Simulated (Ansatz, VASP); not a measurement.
Rb4SrCaSi2: VASP beside Ansatz

The input INCAR:

```
PREC = Accurate ; ENCUT = 520
EDIFF = 1E-7 ; ISMEAR = 0
SIGMA = 0.1 ; LREAL = F
LASPH = T ; NELM = 100
ALGO = Normal ; ISIF = 2
LWAVE = F ; LCHARG = F
GGA = PE ; NBANDS = 42
```

The input KPOINTS:

```
regular mesh
0
Gamma
  4 4 2
```

POSCAR

```
Rb4SrCaSi2
1.0
    5.9218992212      0.0000000000      0.0000000000
    0.0000000000      5.9218992212      0.0000000000
    0.0000000000      0.0000000000      8.3050836367
Rb Sr Ca Si
4 1 1 2
Direct
    0.5000000000      0.0000000000      0.2568790000
    0.0000000000      0.5000000000      0.7431210000
    0.5000000000      0.5000000000      0.0000000000
    0.0000000000      0.0000000000      0.5000000000
    0.0000000000      0.0000000000      0.0000000000
    0.5000000000      0.5000000000      0.5000000000
    0.5000000000      0.0000000000      0.7423170000
    0.0000000000      0.5000000000      0.2576830000
```

Input for Ansatz:

```yaml
crystal:
  lattice:
    - [5.9218992212, 0.0, 0.0]
    - [0.0, 5.9218992212, 0.0]
    - [0.0, 0.0, 8.3050836367]
  atoms:
    - { symbol: Rb, position: [0.5, 0.0, 0.256879] }
    - { symbol: Rb, position: [0.0, 0.5, 0.743121] }
    - { symbol: Rb, position: [0.5, 0.5, 0.0] }
    - { symbol: Rb, position: [0.0, 0.0, 0.5] }
    - { symbol: Sr, position: [0.0, 0.0, 0.0] }
    - { symbol: Ca, position: [0.5, 0.5, 0.5] }
    - { symbol: Si, position: [0.5, 0.0, 0.742317] }
    - { symbol: Si, position: [0.0, 0.5, 0.257683] }
basis:
  ecutwfc: 420
kpoints:
  mp_grid: { grid: [4, 4, 2] }
hamiltonian:
  xc: pbe
scf:
  occupations: { method: gaussian, width: 0.1 }
output:
  forces: true
  stress: true
  eigenvalues: true
```

Alike in both runs: task single point; functional PBE; k mesh 4 × 4 × 2; occupations gaussian, width 0.1 eV; no spin polarisation.

```csv
,VASP,Ansatz
version,VASP 6.6.1,Ansatz 0.2.0
potentials or method,"VASP PAW PBE potentials, release 64 (Rb_sv, Sr_sv, Ca_sv, Si), cutoff 520 eV","scalar-relativistic, plane waves, PAW"
valence electrons in the cell,64,64
```

```csv
,VASP,Ansatz,Ansatz less VASP
gap on the k mesh at the Fermi level (eV),0.12,0.12,-0.001
least direct gap on the mesh (eV),0.21,0.21,-0.001
pressure (GPa),0.2,0.1,-0.03
"traceless stress, the component that is largest in VASP (GPa)",0.17,0.17,0.000
rms of the force components (eV/Å),0.023,0.023,0.0000
```

Atom by atom the forces differ by 0.000 eV/Å (rms over components).
